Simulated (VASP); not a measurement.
# AlN in VASP: notebook

The runs below take AlN through single point, with PBEsol.

Program: VASP 6.6.1. These are calculated values, not measurements. Logs are shortened: lines on timing, memory, paths and dates and some standing lists are left out, and cuts for length are marked.

### Step 1. The cell of the first run

It takes space group Fm-3m (No. 225, cubic). The conventional cell has a = 3.938 Å, b = 3.938 Å, c = 3.938 Å, α = 90.00°, β = 90.00°, γ = 90.00°. Within 2.6 Å of Al (site symmetry m-3m) lie 6 N at 1.97 Å. N (site symmetry m-3m) has 6 Al at 1.97 Å within 2.6 Å.

### Step 2. Single point, PBEsol

INCAR reads:

```
SYSTEM = AlN
  PREC = Accurate
  ENCUT = 600
  EDIFF = 1E-6
  ISMEAR = -1
  SIGMA = 0.02
  LREAL = .FALSE.
  LASPH = .TRUE.
  NELM = 120
  ALGO = Normal
  ISIF = 2
  LWAVE = .FALSE.
  LCHARG = .FALSE.
  GGA = PS
  NBANDS = 11
  GGA_COMPAT = .FALSE.
```

KPOINTS reads:

```
Automatic mesh
0
G
  8 8 8
  0 0 0
```

POSCAR reads:

```
AlN
1.0
    0.0000000000      1.9690000000      1.9690000000
    1.9690000000      0.0000000000      1.9690000000
    1.9690000000      1.9690000000      0.0000000000
Al N
1 1
Direct
    0.0000000000      0.0000000000      0.0000000000
    0.5000000000      0.5000000000      0.5000000000
```

Potentials or basis: VASP PAW PBE potentials, release 64 (Al, N).

On the command line:

```
$ cat potpaw_PBE.64/Al/POTCAR potpaw_PBE.64/N/POTCAR > POTCAR
$ mpirun -np 1 vasp_std > vasp.out
```

OUTCAR:

```text
SYSTEM = AlN
   PREC = Accurate
   ENCUT = 600
   EDIFF = 1E-6
   ISMEAR = -1
   LREAL = .FALSE.
   LASPH = .TRUE.
   NELM = 120
   ISIF = 2
   GGA = PS

 ion  position               nearest neighbor table
   1  0.000  0.000  0.000-   2 1.97   2 1.97   2 1.97   2 1.97   2 1.97   2 1.97
   2  0.500  0.500  0.500-   1 1.97   1 1.97   1 1.97   1 1.97   1 1.97   1 1.97

  LATTYP: Found a face centered cubic cell.
 ALAT       =     3.9380000000

  Lattice vectors:

 A1 = (   0.0000000000,   1.9690000000,   1.9690000000)
 A2 = (   1.9690000000,   0.0000000000,   1.9690000000)
 A3 = (   1.9690000000,   1.9690000000,   0.0000000000)

Analysis of symmetry for initial positions (statically):
=====================================================================
 Subroutine PRICEL returns:
 Original cell was already a primitive cell.

 Routine SETGRP: Setting up the symmetry group for a
 face centered cubic supercell.

 Subroutine GETGRP returns: Found 48 space group operations
 (whereof 48 operations were pure point group operations)
 out of a pool of 48 trial point group operations.

The static configuration has the point symmetry O_h .

Analysis of symmetry for dynamics (positions and initial velocities):
=====================================================================
 Subroutine PRICEL returns:
 Original cell was already a primitive cell.

 Routine SETGRP: Setting up the symmetry group for a
 face centered cubic supercell.

 Subroutine GETGRP returns: Found 48 space group operations
 (whereof 48 operations were pure point group operations)
 out of a pool of 48 trial point group operations.

The dynamic configuration has the point symmetry O_h .

 Subroutine INISYM returns: Found 48 space group operations
 (whereof 48 operations are pure point group operations),
 and found     1 'primitive' translations

----------------------------------------------------------------------------------------

                                     Primitive cell

  volume of cell :      15.2675

  direct lattice vectors                    reciprocal lattice vectors
     0.000000000  1.969000000  1.969000000    -0.253936008  0.253936008  0.253936008
     1.969000000  0.000000000  1.969000000     0.253936008 -0.253936008  0.253936008
     1.969000000  1.969000000  0.000000000     0.253936008  0.253936008 -0.253936008

  length of vectors
     2.784586504  2.784586504  2.784586504     0.439830068  0.439830068  0.439830068

  position of ions in fractional coordinates (direct lattice)
     0.000000000  0.000000000  0.000000000
     0.500000000  0.500000000  0.500000000

  ion indices of the primitive-cell ions
   primitive index   ion index
                 1           1
                 2           2

----------------------------------------------------------------------------------------

 KPOINTS: Automatic mesh

Automatic generation of k-mesh.
 Grid dimensions read from file:
 generate k-points for:    8    8    8

 Generating k-lattice:

  Cartesian coordinates                     Fractional coordinates (reciprocal lattice)
    -0.031742001  0.031742001  0.031742001     0.125000000  0.000000000  0.000000000
     0.031742001 -0.031742001  0.031742001     0.000000000  0.125000000  0.000000000
     0.031742001  0.031742001 -0.031742001     0.000000000  0.000000000  0.125000000

  Length of vectors
     0.054978758  0.054978758  0.054978758

  Shift w.r.t. Gamma in fractional coordinates (k-lattice)
     0.000000000  0.000000000  0.000000000

 Subroutine IBZKPT returns following result:
 ===========================================

 Found     29 irreducible k-points:

 Following reciprocal coordinates:
            Coordinates               Weight
  0.000000  0.000000  0.000000      1.000000
  0.125000  0.000000  0.000000      8.000000
  0.250000  0.000000  0.000000      8.000000
  0.375000  0.000000  0.000000      8.000000
  0.500000  0.000000  0.000000      4.000000
  0.125000  0.125000  0.000000      6.000000
[... 16 lines left out ...]
  0.500000  0.250000  0.125000     48.000000
 -0.375000  0.250000  0.125000     24.000000
 [... further k-points ...]
   k-points           NKPTS =     29   k-points in BZ     NKDIM =     29   number of bands    NBANDS=     11
   number of dos      NEDOS =    301   number of ions     NIONS =      2
   total plane-waves  NPLWV =  13824
   dimension x,y,z NGX =    24 NGY =   24 NGZ =   24
   dimension x,y,z NGXF=    48 NGYF=   48 NGZF=   48
   ions per type =               1   1
   NGX,Y,Z   is equivalent  to a cutoff of  14.33, 14.33, 14.33 a.u.
   NGXF,Y,Z  is equivalent  to a cutoff of  28.66, 28.66, 28.66 a.u.
 SYSTEM =  AlN
   PREC   = accura    normal or accurate (medium, high low for compatibility)
   ISTART =      0    job   : 0-new  1-cont  2-samecut
   ICHARG =      2    charge: 1-file 2-atom 10-const
   ISPIN  =      1    spin polarized calculation?
   LNONCOLLINEAR =      F non collinear calculations
   LSORBIT =      F    spin-orbit coupling
   LASPH  =      T    aspherical Exc in radial PAW
   ENCUT  =  600.0 eV  44.10 Ry    6.64 a.u.   5.56  5.56  5.56*2*pi/ulx,y,z
   NELM   =    120;   NELMIN=  2; NELMDL= -5     # of ELM steps
   EDIFF  = 0.1E-05   stopping-criterion for ELM
   LREAL  =      F    real-space projection
   EDIFFG = 0.1E-04   stopping-criterion for IOM
   NSW    =      0    number of steps for IOM
   IBRION =     -1    ionic relax: 0-MD 1-quasi-New 2-CG
   NFREE  =      0    steps in history (QN), initial steepest desc. (CG)
   ISIF   =      2    stress and relaxation
   ISYM   =      2    0-nonsym 1-usesym 2-fastsym
   POTIM  = 0.5000    time-step for ionic-motion
   TEBEG  =    0.0;   TEEND  =   0.0 temperature during run
   PSTRESS=    0.0 pullay stress
   NELECT =       8.0000    total number of electrons
   NUPDOWN=      -1.0000    fix difference up-down
   EMIN   =  10.00;   EMAX   =-10.00  energy-range for DOS
   EFERMI =   0.00;   METHOD = LEGACY
   ISMEAR =    -1;   SIGMA  =   0.02  broadening in eV -4-tet -1-fermi 0-gaus
   EFERMI_NEDOS =   21; number of points for ismear=-14 and -15
   IALGO  =     38    algorithm
   IMIX   =      4    mixing-type and parameters
     AMIX     =   0.40;   BMIX     =  1.00
     AMIX_MAG =   1.60;   BMIX_MAG =  1.00
  volume/ion in A,a.u.               =       7.63        51.51
  Fermi-wavevector in a.u.,A,eV,Ry     =   1.319823  2.494104 23.700443  1.741933
  Thomas-Fermi vector in A             =   2.449694
   LORBIT       =      0    0 simple, 1 ext, 2 COOP (PROOUT), +10 PAW based schemes
   GGA     = PS    functional components
   LHFCALC =     F    Hartree Fock is set to
   AEXX    =    0.0000 exact exchange contribution
   IVDW    =     0    specifies the selected vdW correction
   LEPSILON=     F    determine dielectric tensor
   LRPA    =     F    only Hartree local field effects (RPA)
 non-spin polarized calculation
  energy-cutoff  :      600.00
  volume of cell :       15.27
 maximum number of plane-waves:       531
 NGX is ok and might be reduce to    24

 number of electron       8.0000000 magnetization

 Free energy of the ion-electron system (eV)
  ---------------------------------------------------
  ext. energy  EPLUGINS =         0.00000000
  ---------------------------------------------------
  free energy    TOTEN  =       -15.35677561 eV

  energy without entropy =      -15.35677561  energy(sigma->0) =      -15.35677561

 E-fermi :  11.4634     XC(G=0): -12.8304

 val. band max:       10.9498824889   @ k =   0.0000   0.0000   0.0000
 cond. band min:      15.9359773747   @ k =   0.5000   0.5000   0.0000
 fundamental gap:      4.9860948858
 Fermi energy:        11.4634029602

 k-point     1 :       0.0000    0.0000    0.0000
  band No.  band energies     occupation
      1      -7.3463      2.00000
      2      10.9499      2.00000
      3      10.9499      2.00000
      4      10.9499      2.00000
      5      17.8048      0.00000
      6      23.2203      0.00000
      7      23.2203      0.00000
      8      23.2203      0.00000
      9      28.5207      0.00000
     10      29.2213      0.00000
     11      29.2213      0.00000

 k-point     2 :       0.1250    0.0000    0.0000
  band No.  band energies     occupation
      1      -7.0001      2.00000
      2       9.4185      2.00000
      3      10.7331      2.00000
      4      10.7331      2.00000
      5      18.5598      0.00000
      6      22.1005      0.00000
      7      23.7152      0.00000
      8      23.7152      0.00000
      9      27.5109      0.00000
     10      27.5109      0.00000
     11      30.1369      0.00000

 k-point     3 :       0.2500    0.0000    0.0000
  band No.  band energies     occupation
      1      -6.0098      2.00000
      2       6.4019      2.00000
      3      10.2656      2.00000
      4      10.2656      2.00000
      5      18.4509      0.00000
      6      22.7321      0.00000
      7      23.7286      0.00000
      8      23.7286      0.00000
      9      27.6913      0.00000
     10      27.6913      0.00000
     11      29.1840      0.00000

 k-point     4 :       0.3750    0.0000    0.0000
  band No.  band energies     occupation
      1      -4.6047      2.00000
      2       3.4837      2.00000
      3       9.8575      2.00000
      4       9.8575      2.00000
      5      17.7545      0.00000
      6      22.8630      0.00000
      7      22.8630      0.00000
      8      24.5484      0.00000
      9      28.1835      0.00000
     10      30.3786      0.00000
     11      30.3786      0.00000
[... 239 lines left out ...]
 k-point    22 :       0.3750    0.2500    0.1250
  band No.  band energies     occupation
      1      -5.1878      2.00000
      2       6.0243      2.00000
      3       8.1311      2.00000
      4       9.6227      2.00000
      5      19.7877      0.00000
      6      20.5608      0.00000
      7      21.8566      0.00000
      8      25.6395      0.00000
      9      26.6814      0.00000
     10      31.2518      0.00000
     11      33.5922      0.00000

 k-point    23 :       0.5000    0.2500    0.1250
  band No.  band energies     occupation
      1      -3.9160      2.00000
      2       4.0913      2.00000
      3       7.1469      2.00000
      4       9.0422      2.00000
      5      19.7476      0.00000
      6      20.7084      0.00000
      7      22.3925      0.00000
      8      25.0329      0.00000
      9      28.6697      0.00000
     10      31.9336      0.00000
     11      33.9167      0.00000

 k-point    24 :      -0.3750    0.2500    0.1250
  band No.  band energies     occupation
      1      -3.1597      2.00000
      2       2.9812      2.00000
      3       6.9157      2.00000
      4       8.7595      2.00000
      5      19.8381      0.00000
      6      20.1127      0.00000
      7      23.9891      0.00000
      8      24.4853      0.00000
      9      29.8595      0.00000
     10      31.0064      0.00000
     11      34.3051      0.00000

 [... further k-points ...]
[... 5 lines left out ...]
  --------------------------------------------------------------------------------------
  -------------------------------------------------------------------------------------
  Total        2.3485649      2.3485649      2.3485649     -0.0000000      0.0000000      0.0000000
  in kB      246.4597468    246.4597468    246.4597468     -0.0000000      0.0000000      0.0000000
  external PRESSURE =     246.4597468 kB  Pullay stress =       0.0000000 kB

 VOLUME and BASIS-vectors are now :
 -----------------------------------------------------------------------------
  energy-cutoff  :      600.00
  volume of cell :       15.27
      direct lattice vectors                 reciprocal lattice vectors
     0.000000000  1.969000000  1.969000000    -0.253936008  0.253936008  0.253936008
     1.969000000  0.000000000  1.969000000     0.253936008 -0.253936008  0.253936008
     1.969000000  1.969000000  0.000000000     0.253936008  0.253936008 -0.253936008

 POSITION                                       TOTAL-FORCE (eV/Angst)
 -----------------------------------------------------------------------------------
      0.00000      0.00000      0.00000         0.000000      0.000000     -0.000000
      1.96900      1.96900      1.96900        -0.000000     -0.000000      0.000000
 -----------------------------------------------------------------------------------
    total drift:                               -0.000000     -0.000000      0.000000

  FREE ENERGIE OF THE ION-ELECTRON SYSTEM (eV)
  ---------------------------------------------------
  free  energy   TOTEN  =       -15.3567756120 eV

  energy  without entropy=      -15.3567756120  energy(sigma->0) =      -15.35677561
```

It took 7.6 s on 1 thread of Intel Xeon 8259CL, shared host; peak memory 0.13 GiB.

Results:

* Free energy: -15.3568 eV
* Pressure: 24.6 GPa
* Band gap on the k mesh: 4.99 eV (least direct gap 6.85 eV)

Caveat: the cell stands under pressure; the PAW data sets were made with another functional, which shifts forces and pressure a little. A k mesh can miss the band edges.

### Step 3. Single point, PBEsol

This run uses another cell than the first one, of the same volume but with other edges.

INCAR reads:

```
SYSTEM = AlN
ALGO = Normal ; EDIFF = 1E-6
ENCUT = 600 ; GGA = PS
GGA_COMPAT = .FALSE. ; ISIF = 2
ISMEAR = -1 ; LASPH = .TRUE.
LCHARG = .FALSE. ; LREAL = .FALSE.
LWAVE = .FALSE. ; NBANDS = 11
NELM = 120 ; PREC = Accurate
SIGMA = 0.02
```

KPOINTS reads:

```
k-points
0
G
  8 8 8
  0 0 0
```

POSCAR reads:

```
AlN
1.0
   -0.0984500000      1.9197750000      1.9197750000
    1.9197750000     -0.0984500000      1.9197750000
    1.9197750000      1.9197750000     -0.0984500000
Al N
1 1
Direct
    0.0000000000      0.0000000000      0.0000000000
    0.5000000000      0.5000000000      0.5000000000
```

Potentials or basis: VASP PAW PBE potentials, release 64 (Al, N).

On the command line:

```
$ cat potpaw_PBE.64/Al/POTCAR potpaw_PBE.64/N/POTCAR > POTCAR
$ mpirun -np 1 vasp_std > vasp.out
```

Wall time 15 s (1 thread of Intel Xeon 8259CL, shared host); peak memory 0.14 GiB.

It converged, with:

- Free energy: -15.2320 eV
- Pressure: 25.7 GPa
- Band gap on the k mesh: 3.62 eV (least direct gap 5.93 eV)

Stress tensor (GPa, compression positive):
```
25.74 16.08 16.08
16.08 25.74 16.08
16.08 16.08 25.74
```

Levels at points of the mesh, in eV from the valence-band top:
```
           k point  band 1  band 2  band 3  band 4  band 5  band 6  band 7  band 8
(0.00, 0.00, 0.00)  -19.00   -1.01   -1.01    0.00    5.93   10.77   10.77   13.67
(0.50, 0.00, 0.00)  -15.49   -9.77   -2.05   -1.37    6.09   10.84   12.08   13.28
(0.50, 0.50, 0.00)  -14.22   -8.68   -4.27   -3.11    3.62    5.38   13.96   17.39
(0.50, 0.50, 0.50)  -14.88   -9.04   -2.48   -2.48    4.81    9.65    9.65   14.61
```

Caveat: the cell stands under pressure; the PAW data sets were made with another functional, which shifts forces and pressure a little.

### Step 4. Single point, PBEsol

INCAR reads:

```
PREC = Accurate
ENCUT = 600
EDIFF = 1E-6
ISMEAR = -1
SIGMA = 0.02
LREAL = F
LASPH = T
NELM = 120
ALGO = Normal
ISIF = 2
LWAVE = F
LCHARG = F
GGA = PS
NBANDS = 11
GGA_COMPAT = F
```

KPOINTS reads:

```
Automatic mesh
0
Gamma
  8 8 8
```

POSCAR reads:

```
AlN
1.0
   -0.0656333333      1.9361833333      1.9361833333
    1.9361833333     -0.0656333333      1.9361833333
    1.9361833333      1.9361833333     -0.0656333333
Al N
1 1
Direct
    0.0000000000      0.0000000000      0.0000000000
    0.5000000000      0.5000000000      0.5000000000
```

On the command line:

```
$ cat potpaw_PBE.64/Al/POTCAR potpaw_PBE.64/N/POTCAR > POTCAR
$ mpirun -np 1 vasp_std > vasp.out
```

It took 16 s on 1 thread of Intel Xeon 8259CL, shared host; peak memory 0.14 GiB.

It converged, with:

```
Free energy            : -15.3007 eV
Pressure               : 25.1 GPa
Band gap on the k mesh : 4.10 eV (least direct gap 6.26 eV)
```

Stress tensor (GPa, compression positive):
```
25.13 11.03 11.03
11.03 25.13 11.03
11.03 11.03 25.13
```

Levels at points of the mesh, in eV from the valence-band top:
```csv
k point,band 1,band 2,band 3,band 4,band 5,band 6,band 7,band 8,band 9
"(0.00, 0.00, 0.00)",-18.77,-0.70,-0.70,0.00,6.26,11.26,11.26,13.10,16.98
"(0.50, 0.00, 0.00)",-15.23,-9.49,-1.81,-1.34,6.26,11.05,11.82,13.68,16.61
"(0.50, 0.50, 0.00)",-14.02,-8.47,-3.88,-3.11,4.10,5.30,14.34,17.75,18.31
"(0.50, 0.50, 0.50)",-14.83,-9.00,-2.09,-2.09,5.37,10.27,10.27,14.54,15.82
```

Caveat: the cell stands under pressure; the PAW data sets were made with another functional, which shifts forces and pressure a little.

### Step 5. Single point, PBEsol

INCAR reads:

```
ALGO     = Normal         # electronic algorithm
EDIFF    = 1E-6           # SCF threshold, eV
ENCUT    = 600            # plane-wave cutoff, eV
GGA      = PS             # functional
GGA_COMPAT= F            
ISIF     = 2              # what is computed and relaxed
ISMEAR   = -1             # smearing method
LASPH    = T              # aspherical terms in the spheres
LCHARG   = T              # write CHGCAR
LELF     = T              # ELF
LREAL    = F              # projectors in reciprocal space
LVHAR    = T            
LWAVE    = F              # write WAVECAR
NBANDS   = 11             # bands
NELM     = 120            # most SCF steps
PREC     = Accurate       # precision mode
SIGMA    = 0.02           # smearing width, eV
```

KPOINTS reads:

```
k-points
0
Gamma
  8 8 8
```

POSCAR reads:

```
AlN
1.0
   -0.0328166667      1.9525916667      1.9525916667
    1.9525916667     -0.0328166667      1.9525916667
    1.9525916667      1.9525916667     -0.0328166667
Al N
1 1
Direct
    0.0000000000      0.0000000000      0.0000000000
    0.5000000000      0.5000000000      0.5000000000
```

On the command line:

```
$ cat potpaw_PBE.64/Al/POTCAR potpaw_PBE.64/N/POTCAR > POTCAR
$ mpirun -np 1 vasp_std > vasp.out
```

It took 18 s on 1 thread of Intel Xeon 8259CL, shared host; peak memory 0.14 GiB.

Results (log left out):

```yaml
Free_energy: -15.3426 eV
Pressure: 24.8 GPa
Band_gap_on_the_k_mesh: 4.59 eV (least direct gap 6.58 eV)
```

Stress tensor (GPa, compression positive):
```
24.77  5.66  5.66
 5.66 24.77  5.66
 5.66  5.66 24.77
```

Levels at points of the mesh, in eV from the valence-band top:
| k point | band 1 | band 2 | band 3 | band 4 | band 5 | band 6 | band 7 | band 8 |
| --- | --- | --- | --- | --- | --- | --- | --- | --- |
| (0.00, 0.00, 0.00) | -18.54 | -0.36 | -0.36 | 0.00 | 6.58 | 11.76 | 11.76 | 12.63 |
| (0.50, 0.00, 0.00) | -14.96 | -9.20 | -1.54 | -1.30 | 6.41 | 11.29 | 11.65 | 14.07 |
| (0.50, 0.50, 0.00) | -13.79 | -8.24 | -3.46 | -3.08 | 4.59 | 5.26 | 14.67 | 18.10 |
| (0.50, 0.50, 0.50) | -14.76 | -8.95 | -1.68 | -1.68 | 5.95 | 10.90 | 10.90 | 14.48 |

Caveat: the cell stands under pressure; the PAW data sets were made with another functional, which shifts forces and pressure a little. A k mesh can miss the band edges.

### Step 6. Overview

| cell | gap on the mesh (eV) | pressure (GPa) |
| --- | --- | --- |
| a = 2.785 Å, angles 60.0°, 2 atoms | 4.99 | 24.6 |
| a = 2.717 Å, angles 63.4°, 2 atoms | 3.62 | 25.7 |
| a = 2.739 Å, angles 62.2°, 2 atoms | 4.10 | 25.1 |
| a = 2.762 Å, angles 61.1°, 2 atoms | 4.59 | 24.8 |

Alike in all rows: task single point; level PBEsol; potentials or basis VASP PAW PBE potentials, release 64 (Al, N); no spin polarisation; k mesh 8 × 8 × 8; cutoff (eV) 600; smearing fermi-dirac 0.02 eV.

Caveats: the cell stands under pressure; the PAW data sets were made with another functional, which shifts forces and pressure a little.

Total energies depend on the potentials used, so only differences within one code and one set of settings carry meaning.
